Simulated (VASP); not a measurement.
# Fe (R-3m) in VASP: further runs

Runs on Fe. Level: PBE. Tasks: single point.

Everything below comes from runs of VASP 6.6.1. Logs are shortened: lines on timing, memory, paths and dates and some standing lists are left out, and cuts for length are marked.

### Step 1. The cell of the first run

The structure is trigonal, space group R-3m (No. 166). Conventional cell: a = 3.988 Å, b = 3.988 Å, c = 4.884 Å, α = 90.00°, β = 90.00°, γ = 120.00°. Within 2.9 Å of Fe (site symmetry 3m) lie 14 Fe at 2.20 to 2.82 Å.

### Step 2. Single point, PBE, collinear spin, ferromagnetic start

File INCAR:

```
ALGO = Normal
EDIFF = 1E-6
ENCUT = 600
GGA = PE
GGA_COMPAT = False
ISIF = 2
ISMEAR = -1
ISPIN = 2
LASPH = True
LCHARG = False
LMAXMIX = 4
LORBIT = 11
LREAL = False
LWAVE = False
MAGMOM = 2.5 2.5
NBANDS = 19
NELM = 200
PREC = Accurate
SIGMA = 0.15
```

File KPOINTS:

```
k-points
0
Gamma
  4 4 4
```

File POSCAR:

```
Fe
1.0
    2.8200000000      0.0000000000      0.0000000000
    0.0000000000      2.8200000000      0.0000000000
    0.0000000000      0.0000000000      2.8200000000
Fe
2
Direct
    0.0000000000      0.0000000000      0.0000000000
    0.4497632931      0.4497632931      0.4497632931
```

Potentials or basis: VASP PAW PBE potentials, release 64 (Fe).

Started as:

```sh
$ cat potpaw_PBE.64/Fe/POTCAR > POTCAR
$ mpirun -np 1 vasp_std > vasp.out
```

OUTCAR:

```text
EDIFF = 1E-6
   ENCUT = 600
   GGA = PE
   ISIF = 2
   ISMEAR = -1
   ISPIN = 2
   LASPH = True
   LORBIT = 11
   LREAL = False
   NELM = 200
   PREC = Accurate

 ion  position               nearest neighbor table
   1  0.000  0.000  0.000-   2 2.20   2 2.37   2 2.37   2 2.37   2 2.53   2 2.53   2 2.53   2 2.69

   2  0.450  0.450  0.450-   1 2.20   1 2.37   1 2.37   1 2.37   1 2.53   1 2.53   1 2.53   1 2.69

  LATTYP: Found a simple cubic cell.
 ALAT       =     2.8200000000

  Lattice vectors:

 A1 = (   2.8200000000,   0.0000000000,   0.0000000000)
 A2 = (   0.0000000000,   2.8200000000,   0.0000000000)
 A3 = (   0.0000000000,   0.0000000000,   2.8200000000)

Analysis of symmetry for initial positions (statically):
=====================================================================
 Subroutine PRICEL returns:
 Original cell was already a primitive cell.

 Routine SETGRP: Setting up the symmetry group for a
 simple cubic supercell.

 Subroutine GETGRP returns: Found 12 space group operations
 (whereof  6 operations were pure point group operations)
 out of a pool of 48 trial point group operations.

The static configuration has the point symmetry C_3v.
 The point group associated with its full space group is D_3d.

Analysis of symmetry for dynamics (positions and initial velocities):
=====================================================================
 Subroutine PRICEL returns:
 Original cell was already a primitive cell.

 Routine SETGRP: Setting up the symmetry group for a
 simple cubic supercell.

 Subroutine GETGRP returns: Found 12 space group operations
 (whereof  6 operations were pure point group operations)
 out of a pool of 48 trial point group operations.

The dynamic configuration has the point symmetry C_3v.
 The point group associated with its full space group is D_3d.

Analysis of structural, dynamic, and magnetic symmetry:
=====================================================================
 Subroutine PRICEL returns:
 Original cell was already a primitive cell.

 Routine SETGRP: Setting up the symmetry group for a
 simple cubic supercell.

 Subroutine GETGRP returns: Found 12 space group operations
 (whereof  6 operations were pure point group operations)
 out of a pool of 48 trial point group operations.

The overall configuration has the point symmetry C_3v.
 The point group associated with its full space group is D_3d.

 Subroutine INISYM returns: Found 12 space group operations
 (whereof  6 operations are pure point group operations),
 and found     1 'primitive' translations

----------------------------------------------------------------------------------------

                                     Primitive cell

  volume of cell :      22.4258

  direct lattice vectors                    reciprocal lattice vectors
     2.820000000  0.000000000  0.000000000     0.354609929  0.000000000  0.000000000
     0.000000000  2.820000000  0.000000000     0.000000000  0.354609929  0.000000000
     0.000000000  0.000000000  2.820000000     0.000000000  0.000000000  0.354609929

  length of vectors
     2.820000000  2.820000000  2.820000000     0.354609929  0.354609929  0.354609929

  position of ions in fractional coordinates (direct lattice)
     0.000000000  0.000000000  0.000000000
     0.449763293  0.449763293  0.449763293

  ion indices of the primitive-cell ions
   primitive index   ion index
                 1           1
                 2           2

----------------------------------------------------------------------------------------

 KPOINTS: k-points

Automatic generation of k-mesh.
 Grid dimensions read from file:
 generate k-points for:    4    4    4

 Generating k-lattice:

  Cartesian coordinates                     Fractional coordinates (reciprocal lattice)
     0.088652482  0.000000000  0.000000000     0.250000000  0.000000000  0.000000000
     0.000000000  0.088652482  0.000000000     0.000000000  0.250000000  0.000000000
     0.000000000  0.000000000  0.088652482     0.000000000  0.000000000  0.250000000

  Length of vectors
     0.088652482  0.088652482  0.088652482

  Shift w.r.t. Gamma in fractional coordinates (k-lattice)
     0.000000000  0.000000000  0.000000000

 Subroutine IBZKPT returns following result:
 ===========================================

 Found     13 irreducible k-points:

 Following reciprocal coordinates:
            Coordinates               Weight
  0.000000  0.000000  0.000000      1.000000
  0.250000  0.000000  0.000000      6.000000
  0.500000  0.000000  0.000000      3.000000
  0.250000  0.250000  0.000000      6.000000
 -0.250000  0.250000  0.000000      6.000000
  0.500000  0.250000  0.000000     12.000000
  0.500000  0.500000  0.000000      3.000000
  0.250000  0.250000  0.250000      2.000000
 -0.250000  0.250000  0.250000      6.000000
  0.500000  0.250000  0.250000      6.000000
 -0.250000  0.500000  0.250000      6.000000
  0.500000  0.500000  0.250000      6.000000
  0.500000  0.500000  0.500000      1.000000
   k-points           NKPTS =     13   k-points in BZ     NKDIM =     13   number of bands    NBANDS=     19
   number of dos      NEDOS =    301   number of ions     NIONS =      2
   total plane-waves  NPLWV =  13824
   dimension x,y,z NGX =    24 NGY =   24 NGZ =   24
   dimension x,y,z NGXF=    48 NGYF=   48 NGZF=   48
   ions per type =               2
   NGX,Y,Z   is equivalent  to a cutoff of  14.15, 14.15, 14.15 a.u.
   NGXF,Y,Z  is equivalent  to a cutoff of  28.30, 28.30, 28.30 a.u.
 SYSTEM =  unknown system
   PREC   = accura    normal or accurate (medium, high low for compatibility)
   ISTART =      0    job   : 0-new  1-cont  2-samecut
   ICHARG =      2    charge: 1-file 2-atom 10-const
   ISPIN  =      2    spin polarized calculation?
   LNONCOLLINEAR =      F non collinear calculations
   LSORBIT =      F    spin-orbit coupling
   LASPH  =      T    aspherical Exc in radial PAW
   ENCUT  =  600.0 eV  44.10 Ry    6.64 a.u.   5.63  5.63  5.63*2*pi/ulx,y,z
   NELM   =    200;   NELMIN=  2; NELMDL= -5     # of ELM steps
   EDIFF  = 0.1E-05   stopping-criterion for ELM
   LREAL  =      F    real-space projection
   EDIFFG = 0.1E-04   stopping-criterion for IOM
   NSW    =      0    number of steps for IOM
   IBRION =     -1    ionic relax: 0-MD 1-quasi-New 2-CG
   NFREE  =      0    steps in history (QN), initial steepest desc. (CG)
   ISIF   =      2    stress and relaxation
   ISYM   =      2    0-nonsym 1-usesym 2-fastsym
   POTIM  = 0.5000    time-step for ionic-motion
   TEBEG  =    0.0;   TEEND  =   0.0 temperature during run
   PSTRESS=    0.0 pullay stress
   NELECT =      16.0000    total number of electrons
   NUPDOWN=      -1.0000    fix difference up-down
   EMIN   =  10.00;   EMAX   =-10.00  energy-range for DOS
   EFERMI =   0.00;   METHOD = LEGACY
   ISMEAR =    -1;   SIGMA  =   0.15  broadening in eV -4-tet -1-fermi 0-gaus
   EFERMI_NEDOS =   21; number of points for ismear=-14 and -15
   IALGO  =     38    algorithm
   IMIX   =      4    mixing-type and parameters
     AMIX     =   0.40;   BMIX     =  1.00
     AMIX_MAG =   1.60;   BMIX_MAG =  1.00
  volume/ion in A,a.u.               =      11.21        75.67
  Fermi-wavevector in a.u.,A,eV,Ry     =   1.462847  2.764381 29.115417  2.139923
  Thomas-Fermi vector in A             =   2.579012
   LORBIT       =     11    0 simple, 1 ext, 2 COOP (PROOUT), +10 PAW based schemes
   GGA     = PE    functional components
   LHFCALC =     F    Hartree Fock is set to
   AEXX    =    0.0000 exact exchange contribution
   IVDW    =     0    specifies the selected vdW correction
   LEPSILON=     F    determine dielectric tensor
   LRPA    =     F    only Hartree local field effects (RPA)
 spin polarized calculation
  energy-cutoff  :      600.00
  volume of cell :       22.43
 maximum number of plane-waves:       768
 NGX is ok and might be reduce to    24
   NGX = 11   NGY = 11   NGZ = 11

 number of electron      16.0000005 magnetization       3.8774488

 Free energy of the ion-electron system (eV)
  ---------------------------------------------------
  ext. energy  EPLUGINS =         0.00000000
  ---------------------------------------------------
  free energy    TOTEN  =       -16.25245798 eV

  energy without entropy =      -16.08261534  energy(sigma->0) =      -16.16753666

 E-fermi :   6.1886     XC(G=0): -13.1674

 val. band max:        6.1072535221   @ k =   0.0000   0.0000   0.0000
 cond. band min:       6.1905600301   @ k =  -0.2500   0.2500   0.0000
 fundamental gap:      0.0833065080
 Fermi energy:         6.1886005452

 spin component 1

 k-point     1 :       0.0000    0.0000    0.0000
  band No.  band energies     occupation
      1      -2.5105      1.00000
      2       1.1126      1.00000
      3       1.1126      1.00000
      4       3.5693      1.00000
      5       3.8943      1.00000
      6       3.8943      1.00000
[... 11 lines left out ...]
     18      31.0863      0.00000
     19      31.5533      0.00000

 k-point     2 :       0.2500    0.0000    0.0000
  band No.  band energies     occupation
      1      -1.2582      1.00000
      2       1.5501      1.00000
      3       1.5885      1.00000
      4       3.6023      1.00000
      5       3.9156      1.00000
      6       4.0576      1.00000
[... 11 lines left out ...]
     18      29.0366      0.00000
     19      29.0893      0.00000

 k-point     3 :       0.5000    0.0000    0.0000
  band No.  band energies     occupation
      1       1.2355      1.00000
      2       1.4006      1.00000
      3       2.3198      1.00000
      4       3.1174      1.00000
      5       3.7931      1.00000
      6       4.0462      1.00000
[... 191 lines left out ...]
  band No.  band energies     occupation
      1       1.8490      1.00000
      2       1.8876      1.00000
      3       2.5846      1.00000
      4       2.6153      1.00000
      5       3.9955      1.00000
      6       4.0618      1.00000
[... 11 lines left out ...]
     18      21.5216      0.00000
     19      35.4704      0.00000

 k-point    13 :       0.5000    0.5000    0.5000
  band No.  band energies     occupation
      1       2.7301      1.00000
      2       2.7301      1.00000
      3       2.7632      1.00000
      4       2.8719      1.00000
      5       2.8719      1.00000
      6       2.9756      1.00000
[... 11 lines left out ...]
     18      17.7078      0.00000
     19      44.3602      0.00000
 Fermi energy:         6.1886005452

 spin component 2

 k-point     1 :       0.0000    0.0000    0.0000
  band No.  band energies     occupation
      1      -2.3586      1.00000
      2       2.7733      1.00000
      3       2.7735      1.00000
      4       5.1002      0.99929
      5       5.5923      0.98158
      6       5.5923      0.98157
[... 11 lines left out ...]
     18      30.8623      0.00000
     19      31.3723      0.00000

 k-point     2 :       0.2500    0.0000    0.0000
  band No.  band energies     occupation
      1      -1.0905      1.00000
      2       3.0881      1.00000
      3       3.2843      1.00000
      4       5.1186      0.99920
      5       5.6257      0.97709
      6       5.7449      0.95063
[... 11 lines left out ...]
     18      29.3624      0.00000
     19      29.3883      0.00000

 k-point     3 :       0.5000    0.0000    0.0000
  band No.  band energies     occupation
      1       1.7856      1.00000
      2       1.9334      1.00000
      3       4.1939      1.00000
      4       4.9423      0.99975
      5       5.2927      0.99746
      6       5.6303      0.97638
[... 192 lines left out ...]
      1       3.0279      1.00000
      2       3.0485      1.00000
      3       3.9256      1.00000
      4       4.0355      1.00000
      5       5.0094      0.99961
      6       5.0458      0.99951
[... 11 lines left out ...]
     18      22.1237      0.00000
     19      35.5335      0.00000

 k-point    13 :       0.5000    0.5000    0.5000
  band No.  band energies     occupation
      1       3.8796      1.00000
      2       3.9449      1.00000
      3       3.9450      1.00000
      4       4.1132      1.00000
      5       4.1133      1.00000
      6       4.1464      1.00000
[... 11 lines left out ...]
     18      18.4674      0.00000
     19      44.3032      0.00000

------------------------ aborting loop because EDIFF is reached ----------------------------------------

  FORCE on cell =-STRESS in cart. coord.  units (eV):
  Direction    XX          YY          ZZ          XY          YZ          ZX
  --------------------------------------------------------------------------------------
  -------------------------------------------------------------------------------------
  Total        0.6123332      0.6123332      0.6123332      0.2967627      0.2967627      0.2967627
  in kB       43.7472789     43.7472789     43.7472789     21.2017941     21.2017941     21.2017941
  external PRESSURE =      43.7472789 kB  Pullay stress =       0.0000000 kB

 VOLUME and BASIS-vectors are now :
 -----------------------------------------------------------------------------
  energy-cutoff  :      600.00
  volume of cell :       22.43
      direct lattice vectors                 reciprocal lattice vectors
     2.820000000  0.000000000  0.000000000     0.354609929  0.000000000  0.000000000
     0.000000000  2.820000000  0.000000000     0.000000000  0.354609929  0.000000000
     0.000000000  0.000000000  2.820000000     0.000000000  0.000000000  0.354609929

 POSITION                                       TOTAL-FORCE (eV/Angst)
 -----------------------------------------------------------------------------------
      0.00000      0.00000      0.00000        -1.029956     -1.029956     -1.029956
      1.26833      1.26833      1.26833         1.029956      1.029956      1.029956
 -----------------------------------------------------------------------------------
    total drift:                               -0.000005     -0.000005     -0.000008

  FREE ENERGIE OF THE ION-ELECTRON SYSTEM (eV)
  ---------------------------------------------------
  free  energy   TOTEN  =       -16.2524579799 eV

  energy  without entropy=      -16.0826153395  energy(sigma->0) =      -16.16753666

 total charge

# of ion       s       p       d       tot
------------------------------------------
    1        0.501   0.540   6.308   7.349
    2        0.501   0.540   6.308   7.349
--------------------------------------------------
tot          1.001   1.080  12.617  14.699

 magnetization (x)

# of ion       s       p       d       tot
------------------------------------------
    1       -0.016  -0.048   1.992   1.928
    2       -0.016  -0.048   1.992   1.928
--------------------------------------------------
tot         -0.032  -0.096   3.984   3.856
```

Run time: 11 s. Hardware: 1 thread of Intel Xeon 8259CL, shared host; peak memory 0.15 GiB.

What came out:

| Quantity | Value |
| --- | --- |
| Free energy | -16.2525 eV |
| Pressure | 4.4 GPa |
| Largest force | 1.784 eV/Å |
| Net moment | 3.88 μB per cell |
| Site moments | Fe +1.93 μB |
| Valence electrons inside the program's atomic spheres | Fe 7.35 |

Forces in eV/Å, atoms in the order of the input:
```
Fe  -1.030 -1.030 -1.030
Fe   1.030  1.030  1.030
```

Stress tensor (GPa, compression positive):
```
4.37 2.12 2.12
2.12 4.37 2.12
2.12 2.12 4.37
```

Caveat: the k points lie up to 0.56 Å⁻¹ apart; forces of over 1 eV/Å act on the atoms, so gaps and moduli don't describe the material at rest.

### Step 3. Single point, PBE, collinear spin, ferromagnetic start

File INCAR:

```
SYSTEM = Fe
PREC = Accurate
ENCUT = 600
EDIFF = 1E-6
ISMEAR = -1
SIGMA = 0.15
LREAL = .FALSE.
LASPH = .TRUE.
NELM = 200
ALGO = Normal
ISIF = 2
LWAVE = .FALSE.
LCHARG = .FALSE.
ISPIN = 2
MAGMOM = 2.5 2.5
LORBIT = 11
LMAXMIX = 4
GGA = PE
NBANDS = 19
GGA_COMPAT = .FALSE.
```

File KPOINTS:

```
Automatic mesh
0
G
  4 4 4
  0 0 0
```

POSCAR is that of step 2.

Potentials or basis: VASP PAW PBE potentials, release 64 (Fe).

Started as:

```sh
$ cat potpaw_PBE.64/Fe/POTCAR > POTCAR
$ mpirun -np 1 vasp_std > vasp.out
```

Run time: 11 s. Hardware: 1 thread of Intel Xeon 8259CL, shared host; peak memory 0.15 GiB.

It converged, with:

| Quantity | Value |
| --- | --- |
| Free energy | -16.2525 eV |
| Pressure | 4.4 GPa |
| Largest force | 1.784 eV/Å |
| Net moment | 3.88 μB per cell |
| Site moments | Fe +1.93 μB |
| Valence electrons inside the program's atomic spheres | Fe 7.35 |

Forces on the atoms (eV/Å):
```
Fe  -1.030 -1.030 -1.030
Fe   1.030  1.030  1.030
```

Stress tensor (GPa, compression positive):
```
4.37 2.12 2.12
2.12 4.37 2.12
2.12 2.12 4.37
```

Levels at points of the mesh, in eV from the Fermi level:
Spin up:
| k point | band 7 | band 8 | band 9 | band 10 | band 11 | band 12 | band 13 | band 14 |
| --- | --- | --- | --- | --- | --- | --- | --- | --- |
| (0.00, 0.00, 0.00) | -1.24 | -1.24 | -0.08 | -0.08 | 0.32 | 10.04 | 10.04 | 10.09 |
| (0.50, 0.00, 0.00) | -1.66 | -1.53 | -1.17 | -0.53 | -0.25 | 0.55 | 16.13 | 16.40 |
| (0.50, 0.50, 0.00) | -1.09 | -0.89 | 0.27 | 0.31 | 0.37 | 0.67 | 7.13 | 7.35 |
| (0.50, 0.50, 0.50) | -0.99 | -0.99 | -0.91 | -0.91 | 7.13 | 8.02 | 8.02 | 9.05 |
Spin down:
```csv
k point,band 4,band 5,band 6,band 7,band 8,band 9
"(0.00, 0.00, 0.00)",-1.09,-0.60,-0.60,1.22,1.22,1.83
"(0.50, 0.00, 0.00)",-1.25,-0.90,-0.56,0.05,0.41,0.61
"(0.50, 0.50, 0.00)",-1.96,0.10,0.41,1.08,1.47,1.68
"(0.50, 0.50, 0.50)",-2.08,-2.08,-2.04,1.59,1.59,1.67
```

Caveat: the k points lie up to 0.56 Å⁻¹ apart; forces of over 1 eV/Å act on the atoms, so gaps and moduli don't describe the material at rest.
